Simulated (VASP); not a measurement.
Crystal: Ir.

```xyz
1
Lattice="0.0000 1.9156 1.9156 1.9156 0.0000 1.9156 1.9156 1.9156 0.0000" Properties=species:S:1:pos:R:3 pbc="T T T"
Ir    0.0000    0.0000    0.0000
```

Base run:

```yaml
Program: VASP 6.6.1
Functional: PBE
Potentials_or_basis: VASP PAW PBE potentials, release 64 (Ir)
Cutoff: 520 eV
k_mesh: 13 × 13 × 13
Occupations: fermi-dirac, width 0.2 eV
Spin: no spin polarisation
```

Its results: pressure 13.6 GPa.

Q: The run is repeated on the same cell with these changes: occupations from fermi-dirac, width 0.2 eV to fermi-dirac, width 0.3 eV. What comes out?

A: Pressure 15.1 GPa.
